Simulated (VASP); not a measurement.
# Si2Mo (I4/mmm) in VASP: single point with PBE

Aim: the single point of Si2Mo with PBE.

All numbers are computed with VASP 6.6.1; they aren't measurements. Logs are shortened: lines on timing, memory, paths and dates and some standing lists are left out, and cuts for length are marked.

### 1 The cell of the first run

Symmetry: I4/mmm, No. 139, tetragonal system. The conventional cell has a = 3.088 Å, b = 3.088 Å, c = 7.622 Å, α = 90.00°, β = 90.00°, γ = 90.00°. Within 3.3 Å of Si (site symmetry 4mm) lie 5 Mo at 2.53 to 2.54 Å and 9 Si at 2.53 to 3.09 Å. Within 3.3 Å of Mo (site symmetry 4/mmm) lie 10 Si at 2.53 to 2.54 Å and 4 Mo at 3.09 Å.

### 2 Single point, PBE

The input, INCAR:

```
PREC     = Accurate       # precision mode
ENCUT    = 520            # plane-wave cutoff, eV
EDIFF    = 1E-7           # SCF threshold, eV
ISMEAR   = -1             # smearing method
SIGMA    = 0.05           # smearing width, eV
LREAL    = F              # projectors in reciprocal space
LASPH    = T              # aspherical terms in the spheres
NELM     = 80             # most SCF steps
ALGO     = Normal         # electronic algorithm
ISIF     = 2              # what is computed and relaxed
LWAVE    = F              # write WAVECAR
LCHARG   = F              # write CHGCAR
GGA      = PE             # functional
NBANDS   = 18             # bands
```

The input, KPOINTS:

```
regular mesh
0
Gamma
  11 11 11
```

The input, POSCAR:

```
Si2Mo
1.0
   -1.5438325358      1.5438325358      3.8112192517
    1.5438325358     -1.5438325358      3.8112192517
    1.5438325358      1.5438325358     -3.8112192517
Si Mo
2 1
Direct
    0.3334657657      0.3334657657      0.0000000000
    0.6665342343      0.6665342343      0.0000000000
    0.0000000000      0.0000000000      0.0000000000
```

Potentials or basis: VASP PAW PBE potentials, release 64 (Si, Mo_sv).

Started as:

```bash
$ cat potpaw_PBE.64/Si/POTCAR potpaw_PBE.64/Mo_sv/POTCAR > POTCAR
$ mpirun -np 1 vasp_std > vasp.out
```

OUTCAR:

```text
PREC = Accurate
   ENCUT = 520
   EDIFF = 1E-7
   ISMEAR = -1
   LREAL = F
   LASPH = T
   NELM = 80
   ISIF = 2
   GGA = PE

 ion  position               nearest neighbor table
   1  0.333  0.333  0.000-   3 2.53   3 2.53   3 2.53   3 2.53   2 2.53   2 2.53   2 2.53   2 2.53
                             2 2.54   3 2.54
   2  0.667  0.667  0.000-   3 2.53   3 2.53   3 2.53   3 2.53   1 2.53   1 2.53   1 2.53   1 2.53
                             1 2.54   3 2.54
   3  0.000  0.000  0.000-   2 2.53   2 2.53   2 2.53   1 2.53   1 2.53   1 2.53   2 2.53   1 2.53
                             1 2.54   2 2.54

  LATTYP: Found a body centered tetragonal cell.
 ALAT       =     3.0876650716
 C/A-ratio  =     2.4686740066

  Lattice vectors:

 A1 = (  -1.5438325358,   1.5438325358,   3.8112192517)
 A2 = (   1.5438325358,  -1.5438325358,   3.8112192517)
 A3 = (   1.5438325358,   1.5438325358,  -3.8112192517)

Analysis of symmetry for initial positions (statically):
=====================================================================
 Subroutine PRICEL returns:
 Original cell was already a primitive cell.

 Routine SETGRP: Setting up the symmetry group for a
 body centered tetragonal supercell.

 Subroutine GETGRP returns: Found 16 space group operations
 (whereof 16 operations were pure point group operations)
 out of a pool of 16 trial point group operations.

The static configuration has the point symmetry D_4h.

Analysis of symmetry for dynamics (positions and initial velocities):
=====================================================================
 Subroutine PRICEL returns:
 Original cell was already a primitive cell.

 Routine SETGRP: Setting up the symmetry group for a
 body centered tetragonal supercell.

 Subroutine GETGRP returns: Found 16 space group operations
 (whereof 16 operations were pure point group operations)
 out of a pool of 16 trial point group operations.

The dynamic configuration has the point symmetry D_4h.

 Subroutine INISYM returns: Found 16 space group operations
 (whereof 16 operations are pure point group operations),
 and found     1 'primitive' translations

----------------------------------------------------------------------------------------

                                     Primitive cell

  volume of cell :      36.3349
[... 87 lines left out ...]
   LSORBIT =      F    spin-orbit coupling
   LASPH  =      T    aspherical Exc in radial PAW
   ENCUT  =  520.0 eV  38.22 Ry    6.18 a.u.   8.17  8.17  8.17*2*pi/ulx,y,z
   NELM   =     80;   NELMIN=  2; NELMDL= -5     # of ELM steps
   EDIFF  = 0.1E-06   stopping-criterion for ELM
   LREAL  =      F    real-space projection
   EDIFFG = 0.1E-05   stopping-criterion for IOM
   NSW    =      0    number of steps for IOM
   IBRION =     -1    ionic relax: 0-MD 1-quasi-New 2-CG
   NFREE  =      0    steps in history (QN), initial steepest desc. (CG)
   ISIF   =      2    stress and relaxation
   ISYM   =      2    0-nonsym 1-usesym 2-fastsym
   POTIM  = 0.5000    time-step for ionic-motion
   TEBEG  =    0.0;   TEEND  =   0.0 temperature during run
   PSTRESS=    0.0 pullay stress
   NELECT =      22.0000    total number of electrons
   NUPDOWN=      -1.0000    fix difference up-down
   EMIN   =  10.00;   EMAX   =-10.00  energy-range for DOS
   EFERMI =   0.00;   METHOD = LEGACY
   ISMEAR =    -1;   SIGMA  =   0.05  broadening in eV -4-tet -1-fermi 0-gaus
   EFERMI_NEDOS =   21; number of points for ismear=-14 and -15
   IALGO  =     38    algorithm
   IMIX   =      4    mixing-type and parameters
     AMIX     =   0.40;   BMIX     =  1.00
     AMIX_MAG =   1.60;   BMIX_MAG =  1.00
  volume/ion in A,a.u.               =      12.11        81.73
  Fermi-wavevector in a.u.,A,eV,Ry     =   1.384972  2.617217 26.097976  1.918147
  Thomas-Fermi vector in A             =   2.509426
   LORBIT       =      0    0 simple, 1 ext, 2 COOP (PROOUT), +10 PAW based schemes
   GGA     = PE    functional components
   LHFCALC =     F    Hartree Fock is set to
   AEXX    =    0.0000 exact exchange contribution
   IVDW    =     0    specifies the selected vdW correction
   LEPSILON=     F    determine dielectric tensor
   LRPA    =     F    only Hartree local field effects (RPA)
 non-spin polarized calculation
  energy-cutoff  :      520.00
  volume of cell :       36.33
 maximum number of plane-waves:       989
 NGX is ok and might be reduce to    36
   NGX = 17   NGY = 17   NGZ = 17

 number of electron      22.0000001 magnetization

 Free energy of the ion-electron system (eV)
  ---------------------------------------------------
  ext. energy  EPLUGINS =         0.00000000
  ---------------------------------------------------
  free energy    TOTEN  =       -22.88303430 eV

  energy without entropy =      -22.88028048  energy(sigma->0) =      -22.88165739

 E-fermi :  13.8438     XC(G=0): -12.9211

 val. band max:       13.8010341177   @ k =  -0.4545  -0.4545   0.2727
 cond. band min:      13.8549731143   @ k =   0.0909   0.0000   0.0000
 fundamental gap:      0.0539389966
 Fermi energy:        13.8438485344

 k-point     1 :       0.0000    0.0000    0.0000
  band No.  band energies     occupation
      1     -46.7390      2.00000
      2     -20.9837      2.00000
      3     -20.8184      2.00000
      4     -20.8184      2.00000
      5      -0.4017      2.00000
      6       6.8359      2.00000
[... 481 lines left out ...]
      5       0.6833      2.00000
      6       7.6788      2.00000
[... 10 lines left out ...]
     17      21.6865      0.00000
     18      21.8936      0.00000

 [... further k-points ...]

------------------------ aborting loop because EDIFF is reached ----------------------------------------

  FORCE on cell =-STRESS in cart. coord.  units (eV):
  Direction    XX          YY          ZZ          XY          YZ          ZX
  --------------------------------------------------------------------------------------
  -------------------------------------------------------------------------------------
  Total        6.8643772      6.8643772      6.8599012      0.0000000     -0.0000000     -0.0000000
  in kB      302.6825731    302.6825731    302.4852045      0.0000000     -0.0000000     -0.0000000
  external PRESSURE =     302.6167836 kB  Pullay stress =       0.0000000 kB

 VOLUME and BASIS-vectors are now :
 -----------------------------------------------------------------------------
  energy-cutoff  :      520.00
  volume of cell :       36.33
      direct lattice vectors                 reciprocal lattice vectors
    -1.543832536  1.543832536  3.811219252     0.000000000  0.323869324  0.131191613
     1.543832536 -1.543832536  3.811219252     0.323869324  0.000000000  0.131191613
     1.543832536  1.543832536 -3.811219252     0.323869324  0.323869324  0.000000000

 POSITION                                       TOTAL-FORCE (eV/Angst)
 -----------------------------------------------------------------------------------
      0.00000      0.00000      2.54182         0.000000      0.000000     -0.007905
      0.00000      0.00000      5.08062         0.000000      0.000000      0.007905
      0.00000      0.00000      0.00000        -0.000000     -0.000000      0.000000
 -----------------------------------------------------------------------------------
    total drift:                               -0.000000     -0.000000     -0.000000

  FREE ENERGIE OF THE ION-ELECTRON SYSTEM (eV)
  ---------------------------------------------------
  free  energy   TOTEN  =       -22.8830342965 eV

  energy  without entropy=      -22.8802804789  energy(sigma->0) =      -22.88165739
```

OSZICAR:

```text
N       E                     dE             d eps       ncg     rms          rms(c)
DAV:   1     0.124840083368E+03    0.12484E+03   -0.11359E+04  4544   0.117E+03
DAV:   2    -0.205338403813E+02   -0.14537E+03   -0.14235E+03  5336   0.306E+02
DAV:   3    -0.236907619098E+02   -0.31569E+01   -0.31342E+01  5648   0.401E+01
DAV:   4    -0.237073749371E+02   -0.16613E-01   -0.16602E-01  5304   0.316E+00
DAV:   5    -0.237074792513E+02   -0.10431E-03   -0.10431E-03  5290   0.266E-01    0.271E+01
DAV:   6    -0.230022226284E+02    0.70526E+00   -0.44185E+00  4800   0.146E+01    0.696E+00
DAV:   7    -0.229148741407E+02    0.87348E-01   -0.56740E-01  4772   0.470E+00    0.564E+00
DAV:   8    -0.228836986163E+02    0.31176E-01   -0.83225E-02  4874   0.224E+00    0.451E-01
DAV:   9    -0.228830948338E+02    0.60378E-03   -0.15136E-03  5250   0.335E-01    0.228E-01
DAV:  10    -0.228830420275E+02    0.52806E-04   -0.36878E-04  5172   0.161E-01    0.567E-02
DAV:  11    -0.228830355778E+02    0.64497E-05   -0.87487E-05  5024   0.702E-02    0.245E-02
DAV:  12    -0.228830353235E+02    0.25429E-06   -0.13689E-05  4900   0.258E-02    0.113E-02
DAV:  13    -0.228830343489E+02    0.97459E-06   -0.20052E-06  4878   0.115E-02    0.227E-03
DAV:  14    -0.228830342965E+02    0.52363E-07   -0.38897E-08  2584   0.147E-03
   1 F= -.22883034E+02 E0= -.22881657E+02  d E =-.275382E-02
```

Run time: 91 s. Hardware: 1 thread of Intel Xeon Platinum 8488C (Sapphire Rapids), shared host; peak memory 0.24 GiB.

Results:

```yaml
Free_energy: -22.8830 eV
Pressure: 30.3 GPa
Largest_force: 0.008 eV/Å
Band_gap_on_the_k_mesh: zero (band 11 reaches 14.48 eV, above the bottom of band 12 at 13.45 eV)
```

Forces in eV/Å, atoms in the order of the input:
```
Si   0.000  0.000 -0.008
Si   0.000  0.000  0.008
Mo   0.000  0.000  0.000
```

Levels at points of the mesh, in eV from the Fermi level:
```
           k point  band 8  band 9  band 10  band 11  band 12  band 13  band 14  band 15
(0.00, 0.00, 0.00)   -3.35   -2.90    -2.90     0.50     2.76     3.83     4.00     4.00
```
